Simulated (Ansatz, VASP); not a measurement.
This is a calculation of Zr for Ansatz 0.2.0.

The input input.yaml:

```yaml
crystal:
  lattice:
    - [3.2534045973, 0.0, 0.0]
    - [-1.6267022986, 2.81753103, 0.0]
    - [0.0, 0.0, 5.1810870861]
  atoms:
    - { symbol: Zr, position: [0.6666666667, 0.3333333333, 0.75] }
    - { symbol: Zr, position: [0.3333333333, 0.6666666667, 0.25] }
hamiltonian:
  xc: pbesol
  pseudopotentials: { kind: paw_fr }
magnetization:
  noncollinear: true
  spin_orbit: true
kpoints:
  mp_grid: { grid: [9, 9, 5] }
scf:
  occupations: { method: fermi_dirac, width: 0.05 }
output:
  forces: true
  stress: true
  eigenvalues: true
```

Potentials or basis: Ansatz PAW.

The run is started by

```bash
$ ansatz run input.yaml --threads 2 --pin off --max-ram 5120MiB --backend cpu --events-out ev --progress --plain --runs-dir out
```

Q: Translate it to VASP 6.6.1. Potentials there: VASP PAW PBE potentials, release 64 (Zr_sv).

A: As run (the cutoff follows the program's own potentials):

Contents of INCAR:

```
SYSTEM = Zr
ALGO     = Normal         ! electronic algorithm
EDIFF    = 1E-6           ! SCF threshold, eV
ENCUT    = 500            ! plane-wave cutoff, eV
GGA      = PS             ! functional
GGA_COMPAT= .False.      
ISIF     = 2              ! what is computed and relaxed
ISMEAR   = -1             ! smearing method
LASPH    = .True.         ! aspherical terms in the spheres
LCHARG   = .True.         ! write CHGCAR
LMAXMIX  = 4              ! l up to which the mixer works
LORBIT   = 11             ! projections on sites
LORBMOM  = .True.       
LREAL    = .False.        ! projectors in reciprocal space
LSORBIT  = .True.         ! spin-orbit coupling
LVHAR    = .True.       
LWAVE    = .False.        ! write WAVECAR
MAGMOM   = 0 0 0 0 0 0    ! initial moments
NBANDS   = 36             ! bands
NELM     = 200            ! most SCF steps
PREC     = Accurate       ! precision mode
SIGMA    = 0.05           ! smearing width, eV
```

Contents of KPOINTS:

```
k-points
0
Gamma
  9 9 5
  0 0 0
```

File POSCAR:

```
Zr
1.0
    3.2534045973      0.0000000000      0.0000000000
   -1.6267022986      2.8175310300      0.0000000000
    0.0000000000      0.0000000000      5.1810870861
Zr
2
Direct
    0.6666666667      0.3333333333      0.7500000000
    0.3333333333      0.6666666667      0.2500000000
```

Potentials or basis: VASP PAW PBE potentials, release 64 (Zr_sv).

Launch:

```console
$ cat potpaw_PBE.64/Zr_sv/POTCAR > POTCAR
$ mpirun -np 1 vasp_ncl > vasp.out
```

Both were run:

|  | VASP | Ansatz | Ansatz less VASP |
| --- | --- | --- | --- |
| pressure (GPa) | -4.9 | -5.0 | -0.05 |
| traceless stress, the component that is largest in VASP (GPa) | 0.46 | 0.45 | -0.007 |
| net moment per atom (μB) | 0.00 | 0.00 | 0.000 |

VASP's potentials were made for PBE, not for PBEsol. The functional is the same, so the differences come from potentials, cutoffs and numerics.
